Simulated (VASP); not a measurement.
Input of a VASP 6.6.1 run:

The input INCAR:

```
ALGO = Normal
EDIFF = 1E-6
ENCUT = 520
GGA = PS
ISIF = 2
ISMEAR = -1
LASPH = T
LCHARG = T
LELF = T
LREAL = F
LVHAR = T
LWAVE = F
NBANDS = 18
NELM = 60
PREC = Accurate
SIGMA = 0.05
```

KPOINTS

```
k-points
0
Gamma
  15 15 8
```

File POSCAR:

```
Ag
1.0
    2.3871084978      0.0000000000      0.0000000000
   -1.1935542490      2.0672966007      0.0000000000
    0.0000000000      0.0000000000      3.9185757608
Ag
2
Direct
    0.3333333333      0.6666666667      0.2500000000
    0.6666666667      0.3333333333      0.7500000000
```

Potentials or basis: VASP PAW PBE potentials, release 64 (Ag).

Command:

```console
$ cat potpaw_PBE.64/Ag/POTCAR > POTCAR
$ mpirun -np 1 vasp_std > vasp.out
```

Question: Estimate the band gap on the k mesh.

Answer: Zero (bands 11 and 12 overlap by 11.13 eV).

Question: What does it give for the pressure?

Answer: 289.4 GPa.

Stress tensor (GPa, compression positive):
```
289.35   0.00   0.00
  0.00 289.35   0.00
  0.00   0.00 289.55
```

Caveat: the cell stands under pressure; the PAW data sets were made with another functional, which shifts forces and pressure a little.
